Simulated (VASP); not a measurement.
# MgS (Fm-3m) in VASP: notebook, part 2 of 2

VASP 6.6.1. Earlier steps stand in the parts before.

## Step 3: Vibrations by perturbation theory, LDA

This run uses another cell than the first one, of 16.14 Å³/atom, 1.029 times its volume.

File INCAR:

```
ALGO = Normal ; EDIFF = 1E-8
ENCUT = 520 ; IBRION = 8
ISIF = 2 ; ISMEAR = 0
LASPH = T ; LCHARG = F
LREAL = F ; LWAVE = F
NELM = 60 ; NSW = 1
PREC = Accurate ; SIGMA = 0.01
```

File KPOINTS:

```
k-points
0
Gamma
  8 8 8
```

File POSCAR:

```
MgS
1.0
    2.5269732979      2.5269732979      0.0000000000
   -2.5269732979      2.5269732979      0.0000000000
    0.0000000000      2.5269732979      2.5269732979
Mg S
1 1
Direct
    0.0000000000      0.0000000000      0.0000000000
    0.5000000000      0.5000000000      0.0000000000
```

Potentials or basis: VASP PAW LDA potentials, release 64 (Mg, S).

On the command line:

```console
cat potpaw_LDA.64/Mg/POTCAR potpaw_LDA.64/S/POTCAR > POTCAR
mpirun -np 1 vasp_std > vasp.out
```

OUTCAR:

```text
EDIFF = 1E-8
   ENCUT = 520
   IBRION = 8
   ISIF = 2
   ISMEAR = 0
   LASPH = T
   LREAL = F
   NELM = 60
   NSW = 1
   PREC = Accurate

 ion  position               nearest neighbor table
   1  0.000  0.000  0.000-   2 2.53   2 2.53   2 2.53   2 2.53   2 2.53   2 2.53
   2  0.500  0.500  0.000-   1 2.53   1 2.53   1 2.53   1 2.53   1 2.53   1 2.53

  LATTYP: Found a face centered cubic cell.
 ALAT       =     5.0539465958

  Lattice vectors:

 A1 = (   0.0000000000,   2.5269732979,   2.5269732979)
 A2 = (   2.5269732979,   0.0000000000,   2.5269732979)
 A3 = (   2.5269732979,   2.5269732979,   0.0000000000)

Analysis of symmetry for initial positions (statically):
=====================================================================
 Subroutine PRICEL returns:
 Original cell was already a primitive cell.

 Routine SETGRP: Setting up the symmetry group for a
 face centered cubic supercell.
[... 493 lines left out ...]

 INTERNAL STRAIN TENSOR  FOR ION    2  DIRECTION 1   (eV/Angst):
 -----------------------------------------------------------------------------
     0.01897  0.00000  0.00000
     0.00000 -0.01741 -0.00000
    -0.00000 -0.00000 -0.01741

 INTERNAL STRAIN TENSOR FOR ION    2 for displacements in x,y,z  (eV/Angst):
          X           Y           Z          XY          YZ          ZX
  --------------------------------------------------------------------------------
  x     0.00000     0.00000     0.00000     0.00000     0.00000     0.00000
  y     0.00000     0.00000     0.00000     0.00000     0.00000     0.00000
  z     0.00000     0.00000     0.00000     0.00000     0.00000     0.00000

 SECOND DERIVATIVES (NOT SYMMETRIZED)
 ------------------------------------
               1X          1Y          1Z          2X          2Y          2Z
  1X    -4.085366   -0.000000    0.000000    4.085366    0.000000   -0.000000
  1Y     0.000000   -4.085366   -0.000000   -0.000000    4.085366    0.000000
  1Z    -0.000000   -0.000000   -4.085366    0.000000    0.000000    4.085366
  2X     4.084970    0.000000   -0.000000   -4.084970   -0.000000    0.000000
  2Y    -0.000000    4.084970    0.000000    0.000000   -4.084970   -0.000000
  2Z    -0.000000    0.000000    4.084970    0.000000   -0.000000   -4.084970

 Eigenvectors and eigenvalues of the dynamical matrix
 ----------------------------------------------------

   1 f  =    8.497963 THz    53.394274 2PiTHz  283.461524 cm-1    35.144734 meV
             X         Y         Z           dx          dy          dz
      0.000000  0.000000  0.000000     0.000000    0.754230   -0.000000
      0.000000  2.526973  0.000000     0.000000   -0.656611    0.000000
[... 21 lines left out ...]
   6 f/i=    0.000204 THz     0.001282 2PiTHz    0.006805 cm-1     0.000844 meV
             X         Y         Z           dx          dy          dz
      0.000000  0.000000  0.000000     0.000000   -0.000000   -0.656611
      0.000000  2.526973  0.000000    -0.000000    0.000000   -0.754230

--------------------------------------------------------------------------------------------------------

 ELASTIC MODULI CONTR FROM IONIC RELAXATION (kBar)
 Direction    XX          YY          ZZ          XY          YZ          ZX
 --------------------------------------------------------------------------------
 XX           0.0000      0.0000      0.0000      0.0000      0.0000      0.0000
 YY           0.0000      0.0000      0.0000      0.0000      0.0000      0.0000
 ZZ           0.0000      0.0000      0.0000      0.0000      0.0000      0.0000
 XY           0.0000      0.0000      0.0000      0.0000      0.0000      0.0000
 YZ           0.0000      0.0000      0.0000      0.0000      0.0000      0.0000
 ZX           0.0000      0.0000      0.0000      0.0000      0.0000      0.0000
 --------------------------------------------------------------------------------
```

Run time: 28 s. Hardware: 1 thread of Intel Xeon 6975P-C (Granite Rapids), shared host; peak memory 0.19 GiB.

Results:

- Highest phonon frequency at Γ, LO-TO splitting left out: 283 cm⁻¹

Phonon frequencies in cm⁻¹ (negative: imaginary):
```tsv
q point	frequencies
(0.000, 0.000, 0.000)	0 0 0 283 283 283
```

Caveat: the cell wasn't relaxed at this level first, which shifts response properties.

## Step 4: Vibrations by perturbation theory, LDA

This run uses another cell than the first one, of 16.48 Å³/atom, 1.051 times its volume.

File INCAR:

```
  PREC = Accurate
  ENCUT = 520
  EDIFF = 1E-8
  ISMEAR = 0
  SIGMA = 0.01
  LREAL = F
  LASPH = T
  NELM = 80
  ALGO = Normal
  ISIF = 2
  LWAVE = F
  LCHARG = F
  GGA = CA
  NBANDS = 11
  IBRION = 8
  NSW = 1
```

File KPOINTS:

```
Automatic mesh
0
Gamma
  8 8 8
```

File POSCAR:

```
MgS
1.0
    2.5449609130      2.5449609130      0.0000000000
   -2.5449609130      2.5449609130      0.0000000000
    0.0000000000      2.5449609130      2.5449609130
Mg S
1 1
Direct
    0.0000000000      0.0000000000      0.0000000000
    0.5000000000      0.5000000000      0.0000000000
```

Potentials or basis: VASP PAW LDA potentials, release 64 (Mg, S).

On the command line:

```console
cat potpaw_LDA.64/Mg/POTCAR potpaw_LDA.64/S/POTCAR > POTCAR
mpirun -np 1 vasp_std > vasp.out
```

OUTCAR:

```text
PREC = Accurate
   ENCUT = 520
   EDIFF = 1E-8
   ISMEAR = 0
   LREAL = F
   LASPH = T
   NELM = 80
   ISIF = 2
   GGA = CA
   IBRION = 8
   NSW = 1

 ion  position               nearest neighbor table
   1  0.000  0.000  0.000-   2 2.54   2 2.54   2 2.54   2 2.54   2 2.54   2 2.54
   2  0.500  0.500  0.000-   1 2.54   1 2.54   1 2.54   1 2.54   1 2.54   1 2.54

  LATTYP: Found a face centered cubic cell.
 ALAT       =     5.0899218260

  Lattice vectors:

 A1 = (   0.0000000000,   2.5449609130,   2.5449609130)
[... 591 lines left out ...]
  1X    -3.661156   -0.000000    0.000000    3.661156    0.000000   -0.000000
  1Y     0.000000   -3.661156   -0.000000   -0.000000    3.661156    0.000000
  1Z    -0.000000   -0.000000   -3.661156    0.000000    0.000000    3.661156
  2X     3.658820   -0.000000    0.000000   -3.658820    0.000000   -0.000000
  2Y     0.000000    3.658820   -0.000000   -0.000000   -3.658820    0.000000
  2Z    -0.000000   -0.000000    3.658820    0.000000    0.000000   -3.658820

 Eigenvectors and eigenvalues of the dynamical matrix
 ----------------------------------------------------

   1 f  =    8.043735 THz    50.540279 2PiTHz  268.310126 cm-1    33.266201 meV
             X         Y         Z           dx          dy          dz
      0.000000  0.000000  0.000000    -0.000000    0.754318   -0.000000
      0.000000  2.544961  0.000000    -0.000000   -0.656510    0.000000
[... 21 lines left out ...]
   6 f/i=    0.001271 THz     0.007988 2PiTHz    0.042407 cm-1     0.005258 meV
             X         Y         Z           dx          dy          dz
      0.000000  0.000000  0.000000    -0.181974   -0.389738    0.495979
      0.000000  2.544961  0.000000    -0.209085   -0.447802    0.569871

--------------------------------------------------------------------------------------------------------

 ELASTIC MODULI CONTR FROM IONIC RELAXATION (kBar)
 Direction    XX          YY          ZZ          XY          YZ          ZX
 --------------------------------------------------------------------------------
 XX           0.0000      0.0000      0.0000      0.0000      0.0000      0.0000
 YY           0.0000      0.0000      0.0000      0.0000      0.0000      0.0000
 ZZ           0.0000      0.0000      0.0000      0.0000      0.0000      0.0000
 XY           0.0000      0.0000      0.0000      0.0000      0.0000      0.0000
 YZ           0.0000      0.0000      0.0000      0.0000      0.0000      0.0000
 ZX           0.0000      0.0000      0.0000      0.0000      0.0000      0.0000
 --------------------------------------------------------------------------------
```

OSZICAR:

```text
N       E                     dE             d eps       ncg     rms          rms(c)
DAV:   1     0.220284196988E+02    0.22028E+02   -0.37113E+03   646   0.605E+02
DAV:   2    -0.856268694440E+01   -0.30591E+02   -0.28434E+02   824   0.982E+01
[... 42 lines left out ...]
RMM:  11    -0.105094763633E+00    0.21830E-06   -0.11465E-07  2217   0.385E-05    0.363E-05
RMM:  12    -0.105094697992E+00    0.65640E-07   -0.36812E-07  2372   0.263E-05    0.208E-06
RMM:  13    -0.105094696576E+00    0.14162E-08   -0.18518E-07  2234   0.210E-05    0.202E-06
RMM:  14    -0.105094700960E+00   -0.43835E-08   -0.14731E-07  1746   0.202E-05    0.344E-07
RMM:  15    -0.105094702898E+00   -0.19385E-08   -0.13945E-07  1461   0.202E-05    0.134E-07
RMM:  16    -0.105094703122E+00   -0.22380E-09   -0.13433E-07  1360   0.201E-05    0.531E-08
 Linear response finished
```

stdout:

```text
POSCAR found type information on POSCAR MgS
 POSCAR found :  2 types and       2 ions
 scaLAPACK will be used
 LDA part: xc-table for (Slater(with rela. corr.)+CA(PZ))
 , standard interpolation
 POSCAR, INCAR and KPOINTS ok, starting setup
 FFT: planning ... GRIDC
 FFT: planning ... GRID_SOFT
 FFT: planning ... GRID
 WAVECAR not read
 entering main loop
 Linear response reoptimize wavefunctions to high precision
 Linear response DOF=           2
 Linear response progress:
 first order change of Fermi-energy   0.30386E-04
 force on displaced ion       1 direction 1 :  -3.661  -0.000  -0.000
 Linear response progress:
 first order change of Fermi-energy  -0.88853E-03
 force on displaced ion       2 direction 1 :  -3.659   0.000   0.000
 Linear response finished
```

Wall time 36 s (1 thread of Intel Xeon 6975P-C (Granite Rapids), shared host); peak memory 0.19 GiB.

Results:

* Highest phonon frequency at Γ, LO-TO splitting left out: 268 cm⁻¹

Phonon frequencies in cm⁻¹ (negative: imaginary):
```
              q point        frequencies
(0.000, 0.000, 0.000)  0 0 0 268 268 268
```

Caveat: the cell wasn't relaxed at this level first, which shifts response properties.
